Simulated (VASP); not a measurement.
# Al2Cu (P4/mmm) in VASP: single point with PBEsol

Aim: the single point of Al2Cu with PBEsol.

All numbers are computed with VASP 6.6.1; they aren't measurements. Logs are shortened: lines on timing, memory, paths and dates and some standing lists are left out, and cuts for length are marked.

### Step 1. The cell of the first run

The structure is tetragonal, space group P4/mmm (No. 123). Conventional cell: a = 3.742 Å, b = 3.742 Å, c = 3.390 Å, α = 90.00°, β = 90.00°, γ = 90.00°. Within 3.4 Å of Al (site symmetry mmm) lie 4 Cu at 2.52 Å and 6 Al at 2.65 to 3.39 Å. Within 3.4 Å of Cu (site symmetry 4/mmm) lie 8 Al at 2.52 Å and 2 Cu at 3.39 Å.

### Step 2. Single point, PBEsol

The input, INCAR:

```
SYSTEM = Al2Cu
PREC     = Accurate       ! precision mode
ENCUT    = 520            ! plane-wave cutoff, eV
EDIFF    = 1E-7           ! SCF threshold, eV
ISMEAR   = 0              ! smearing method
SIGMA    = 0.15           ! smearing width, eV
LREAL    = .FALSE.        ! projectors in reciprocal space
LASPH    = .TRUE.         ! aspherical terms in the spheres
NELM     = 100            ! most SCF steps
ALGO     = Fast           ! electronic algorithm
ISIF     = 2              ! what is computed and relaxed
LWAVE    = .FALSE.        ! write WAVECAR
LCHARG   = .FALSE.        ! write CHGCAR
GGA      = PS             ! functional
NBANDS   = 16             ! bands
```

The input, KPOINTS:

```
Automatic mesh
0
G
  14 14 18
  0 0 0
```

The input, POSCAR:

```
Al2Cu
1.0
    3.7421649547      0.0000000000      0.0000000000
    0.0000000000      3.7421649547      0.0000000000
    0.0000000000      0.0000000000      3.3904501551
Al Cu
2 1
Direct
    0.5000000000      0.0000000000      0.5000000000
    0.0000000000      0.5000000000      0.5000000000
    0.0000000000      0.0000000000      0.0000000000
```

Potentials or basis: VASP PAW PBE potentials, release 64 (Al, Cu).

Command:

```console
$ cat potpaw_PBE.64/Al/POTCAR potpaw_PBE.64/Cu/POTCAR > POTCAR
$ mpirun -np 1 vasp_std > vasp.out
```

OUTCAR:

```text
SYSTEM = Al2Cu
   PREC = Accurate
   ENCUT = 520
   EDIFF = 1E-7
   ISMEAR = 0
   LREAL = .FALSE.
   LASPH = .TRUE.
   NELM = 100
   ISIF = 2
   GGA = PS

 ion  position               nearest neighbor table
   1  0.500  0.000  0.500-   3 2.52   3 2.52   3 2.52   3 2.52   2 2.65   2 2.65   2 2.65   2 2.65

   2  0.000  0.500  0.500-   3 2.52   3 2.52   3 2.52   3 2.52   1 2.65   1 2.65   1 2.65   1 2.65

   3  0.000  0.000  0.000-   1 2.52   2 2.52   1 2.52   2 2.52   2 2.52   2 2.52   1 2.52   1 2.52

  LATTYP: Found a simple tetragonal cell.
 ALAT       =     3.7421649547
 C/A-ratio  =     0.9060130155

  Lattice vectors:

 A1 = (   3.7421649547,   0.0000000000,   0.0000000000)
 A2 = (   0.0000000000,   3.7421649547,   0.0000000000)
 A3 = (   0.0000000000,   0.0000000000,   3.3904501551)

Analysis of symmetry for initial positions (statically):
=====================================================================
 Subroutine PRICEL returns:
 Original cell was already a primitive cell.

 Routine SETGRP: Setting up the symmetry group for a
 simple tetragonal supercell.

 Subroutine GETGRP returns: Found 16 space group operations
 (whereof 16 operations were pure point group operations)
 out of a pool of 16 trial point group operations.

The static configuration has the point symmetry D_4h.

Analysis of symmetry for dynamics (positions and initial velocities):
=====================================================================
 Subroutine PRICEL returns:
 Original cell was already a primitive cell.

 Routine SETGRP: Setting up the symmetry group for a
 simple tetragonal supercell.

 Subroutine GETGRP returns: Found 16 space group operations
 (whereof 16 operations were pure point group operations)
 out of a pool of 16 trial point group operations.

The dynamic configuration has the point symmetry D_4h.

 Subroutine INISYM returns: Found 16 space group operations
 (whereof 16 operations are pure point group operations),
 and found     1 'primitive' translations

----------------------------------------------------------------------------------------

                                     Primitive cell

  volume of cell :      47.4792

  direct lattice vectors                    reciprocal lattice vectors
     3.742164955  0.000000000  0.000000000     0.267224992  0.000000000  0.000000000
     0.000000000  3.742164955  0.000000000     0.000000000  0.267224992  0.000000000
     0.000000000  0.000000000  3.390450155     0.000000000  0.000000000  0.294946085

  length of vectors
     3.742164955  3.742164955  3.390450155     0.267224992  0.267224992  0.294946085

  position of ions in fractional coordinates (direct lattice)
     0.500000000  0.000000000  0.500000000
     0.000000000  0.500000000  0.500000000
     0.000000000  0.000000000  0.000000000

  ion indices of the primitive-cell ions
   primitive index   ion index
                 1           1
                 2           2
                 3           3

----------------------------------------------------------------------------------------

 KPOINTS: Automatic mesh

Automatic generation of k-mesh.
 Grid dimensions read from file:
 generate k-points for:   14   14   18

 Generating k-lattice:

  Cartesian coordinates                     Fractional coordinates (reciprocal lattice)
     0.019087499  0.000000000  0.000000000     0.071428571  0.000000000  0.000000000
     0.000000000  0.019087499  0.000000000     0.000000000  0.071428571  0.000000000
     0.000000000  0.000000000  0.016385894     0.000000000  0.000000000  0.055555556

  Length of vectors
     0.019087499  0.019087499  0.016385894

  Shift w.r.t. Gamma in fractional coordinates (k-lattice)
     0.000000000  0.000000000  0.000000000

 Subroutine IBZKPT returns following result:
 ===========================================

 Found    360 irreducible k-points:

 Following reciprocal coordinates:
            Coordinates               Weight
  0.000000  0.000000  0.000000      1.000000
  0.071429  0.000000  0.000000      4.000000
  0.142857  0.000000  0.000000      4.000000
  0.214286  0.000000  0.000000      4.000000
  0.285714  0.000000  0.000000      4.000000
  0.357143  0.000000  0.000000      4.000000
[... 16 lines left out ...]
  0.285714  0.214286  0.000000      8.000000
  0.357143  0.214286  0.000000      8.000000
 [... further k-points ...]
   k-points           NKPTS =    360   k-points in BZ     NKDIM =    360   number of bands    NBANDS=     16
   number of dos      NEDOS =    301   number of ions     NIONS =      3
   total plane-waves  NPLWV =  21952
   dimension x,y,z NGX =    28 NGY =   28 NGZ =   28
   dimension x,y,z NGXF=    56 NGYF=   56 NGZF=   56
   ions per type =               2   1
   NGX,Y,Z   is equivalent  to a cutoff of  12.44, 12.44, 13.73 a.u.
   NGXF,Y,Z  is equivalent  to a cutoff of  24.88, 24.88, 27.46 a.u.
 SYSTEM =  Al2Cu
   PREC   = accura    normal or accurate (medium, high low for compatibility)
   ISTART =      0    job   : 0-new  1-cont  2-samecut
   ICHARG =      2    charge: 1-file 2-atom 10-const
   ISPIN  =      1    spin polarized calculation?
   LNONCOLLINEAR =      F non collinear calculations
   LSORBIT =      F    spin-orbit coupling
   LASPH  =      T    aspherical Exc in radial PAW
   ENCUT  =  520.0 eV  38.22 Ry    6.18 a.u.   6.96  6.96  6.30*2*pi/ulx,y,z
   NELM   =    100;   NELMIN=  2; NELMDL= -5     # of ELM steps
   EDIFF  = 0.1E-06   stopping-criterion for ELM
   LREAL  =      F    real-space projection
   EDIFFG = 0.1E-05   stopping-criterion for IOM
   NSW    =      0    number of steps for IOM
   IBRION =     -1    ionic relax: 0-MD 1-quasi-New 2-CG
   NFREE  =      0    steps in history (QN), initial steepest desc. (CG)
   ISIF   =      2    stress and relaxation
   ISYM   =      2    0-nonsym 1-usesym 2-fastsym
   POTIM  = 0.5000    time-step for ionic-motion
   TEBEG  =    0.0;   TEEND  =   0.0 temperature during run
   PSTRESS=    0.0 pullay stress
   NELECT =      17.0000    total number of electrons
   NUPDOWN=      -1.0000    fix difference up-down
   EMIN   =  10.00;   EMAX   =-10.00  energy-range for DOS
   EFERMI =   0.00;   METHOD = LEGACY
   ISMEAR =     0;   SIGMA  =   0.15  broadening in eV -4-tet -1-fermi 0-gaus
   EFERMI_NEDOS =   21; number of points for ismear=-14 and -15
   IALGO  =     68    algorithm
   IMIX   =      4    mixing-type and parameters
     AMIX     =   0.40;   BMIX     =  1.00
     AMIX_MAG =   1.60;   BMIX_MAG =  1.00
  volume/ion in A,a.u.               =      15.83       106.80
  Fermi-wavevector in a.u.,A,eV,Ry     =   1.162492  2.196792 18.386753  1.351388
  Thomas-Fermi vector in A             =   2.299053
   LORBIT       =      0    0 simple, 1 ext, 2 COOP (PROOUT), +10 PAW based schemes
   GGA     = PS    functional components
   LHFCALC =     F    Hartree Fock is set to
   AEXX    =    0.0000 exact exchange contribution
   IVDW    =     0    specifies the selected vdW correction
   LEPSILON=     F    determine dielectric tensor
   LRPA    =     F    only Hartree local field effects (RPA)
 non-spin polarized calculation
 RMM-DIIS sequential band-by-band and
 Gauss-broadening in eV      SIGMA  =   0.15
  energy-cutoff  :      520.00
  volume of cell :       47.48
 maximum number of plane-waves:      1302
 NGX is ok and might be reduce to    28
   NGX = 13   NGY = 13   NGZ = 13

 number of electron      17.0000015 magnetization

 Free energy of the ion-electron system (eV)
  ---------------------------------------------------
  ext. energy  EPLUGINS =         0.00000000
  ---------------------------------------------------
  free energy    TOTEN  =       -12.10492449 eV

  energy without entropy =      -12.09113703  energy(sigma->0) =      -12.09803076

 E-fermi :   6.9981     XC(G=0): -10.5960

 val. band max:        6.9929862858   @ k =   0.4286   0.1429   0.2222
 cond. band min:       7.0014831433   @ k =   0.3571   0.2857   0.1667
 fundamental gap:      0.0084968575
 Fermi energy:         6.9981103881

 k-point     1 :       0.0000    0.0000    0.0000
  band No.  band energies     occupation
      1      -3.4257      2.00000
      2       2.5379      2.00000
      3       2.6005      2.00000
      4       3.0926      2.00000
      5       3.0926      2.00000
      6       3.3833      2.00000
[... 8 lines left out ...]
     15      16.5731      0.00000
     16      17.1410      0.00000

 k-point     2 :       0.0714    0.0000    0.0000
  band No.  band energies     occupation
      1      -3.3733      2.00000
      2       2.5249      2.00000
      3       2.5953      2.00000
      4       3.0833      2.00000
      5       3.0935      2.00000
      6       3.3715      2.00000
[... 8 lines left out ...]
     15      16.8195      0.00000
     16      17.5874      0.00000

 k-point     3 :       0.1429    0.0000    0.0000
  band No.  band energies     occupation
      1      -3.2168      2.00000
      2       2.4372      2.00000
      3       2.5986      2.00000
      4       3.0579      2.00000
      5       3.0961      2.00000
      6       3.3396      2.00000
[... 8 lines left out ...]
     15      16.0594      0.00000
     16      18.8735      0.00000

 k-point     4 :       0.2143    0.0000    0.0000
  band No.  band energies     occupation
      1      -2.9590      2.00000
      2       2.1641      2.00000
      3       2.6171      2.00000
      4       3.0220      2.00000
      5       3.0998      2.00000
      6       3.2966      2.00000
[... 8 lines left out ...]
     15      15.1571      0.00000
     16      17.9410      0.00000
[... 324 lines left out ...]
 k-point    22 :       0.2143    0.2143    0.0000
  band No.  band energies     occupation
      1      -2.4943      2.00000
      2       2.3281      2.00000
      3       2.3575      2.00000
      4       3.0247      2.00000
      5       3.0416      2.00000
      6       3.1577      2.00000
[... 8 lines left out ...]
     15      16.1695      0.00000
     16      17.2165      0.00000

 k-point    23 :       0.2857    0.2143    0.0000
  band No.  band energies     occupation
      1      -2.1432      2.00000
      2       1.9077      2.00000
      3       2.4523      2.00000
      4       2.9950      2.00000
      5       3.0410      2.00000
      6       3.1079      2.00000
[... 8 lines left out ...]
     15      16.1273      0.00000
     16      16.9458      0.00000

 k-point    24 :       0.3571    0.2143    0.0000
  band No.  band energies     occupation
      1      -1.7135      2.00000
      2       1.2757      2.00000
      3       2.5520      2.00000
      4       2.9641      2.00000
      5       3.0457      2.00000
      6       3.0789      2.00000
[... 8 lines left out ...]
     15      16.4560      0.00000
     16      16.5592      0.00000

 [... further k-points ...]
[... 5 lines left out ...]
  --------------------------------------------------------------------------------------
  -------------------------------------------------------------------------------------
  Total        2.4776527      2.4776527     -1.6801411      0.0000000      0.0000000      0.0000000
  in kB       83.6079911     83.6079911    -56.6960929      0.0000000      0.0000000      0.0000000
  external PRESSURE =      36.8399631 kB  Pullay stress =       0.0000000 kB

 VOLUME and BASIS-vectors are now :
 -----------------------------------------------------------------------------
  energy-cutoff  :      520.00
  volume of cell :       47.48
      direct lattice vectors                 reciprocal lattice vectors
     3.742164955  0.000000000  0.000000000     0.267224992  0.000000000  0.000000000
     0.000000000  3.742164955  0.000000000     0.000000000  0.267224992  0.000000000
     0.000000000  0.000000000  3.390450155     0.000000000  0.000000000  0.294946085

 POSITION                                       TOTAL-FORCE (eV/Angst)
 -----------------------------------------------------------------------------------
      1.87108      0.00000      1.69523         0.000000      0.000000      0.000000
      0.00000      1.87108      1.69523         0.000000      0.000000      0.000000
      0.00000      0.00000      0.00000         0.000000      0.000000      0.000000
 -----------------------------------------------------------------------------------
    total drift:                               -0.000000     -0.000000     -0.000000

  FREE ENERGIE OF THE ION-ELECTRON SYSTEM (eV)
  ---------------------------------------------------
  free  energy   TOTEN  =       -12.1049244872 eV

  energy  without entropy=      -12.0911370276  energy(sigma->0) =      -12.09803076
```

Run time: 4 min. Hardware: 1 thread of Intel Xeon Platinum 8259CL at 2.50GHz (Skylake/Cascade Lake), shared host; peak memory 0.37 GiB.

Results:

```yaml
Free_energy: -12.1049 eV
Pressure: 3.7 GPa
Band_gap_on_the_k_mesh: zero (an odd number of electrons rules out a gap without spin polarisation)
```

Caveat: the cell stands under pressure; the PAW data sets were made with another functional, which shifts forces and pressure a little.
